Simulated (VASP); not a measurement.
## MgS: single point with PBE

The system is MgS.

```
Mg S
1.0
     0.00000    2.60000    2.60000
     2.60000    0.00000    2.60000
     2.60000    2.60000    0.00000
Mg S
1 1
Direct
  0.00000 0.00000 0.00000
  0.50000 0.50000 0.50000
```

```yaml
Program: VASP 6.6.1
Task: single point
Functional: PBE
Potentials_or_basis: VASP PAW PBE potentials, release 64 (Mg, S)
Cutoff: 600 eV
k_mesh: 3 × 3 × 3
Occupations: gaussian, width 0.01 eV
Spin: no spin polarisation
Dipole_correction: no
Further_INCAR_settings: ALGO = Normal; EDIFF = 1e-06; NBANDS = 11
```

```json
{
  "Pressure": "2.6 GPa",
  "Band gap on the k mesh": "3.69 eV, direct"
}
```

Levels at points of the mesh, in eV from the valence-band top:
```csv
k point,band 2,band 3,band 4,band 5,band 6,band 7
"(0.00, 0.00, 0.00)",0.00,0.00,0.00,3.69,7.89,7.89
```

It used 5.4 s of CPU time on 1 thread of AMD EPYC 7R13 Processor (Zen 3), with other jobs on the host.

Caveat: the k points lie up to 0.70 Å⁻¹ apart. PBE gaps usually lie below the measured ones, often by a third to a half.
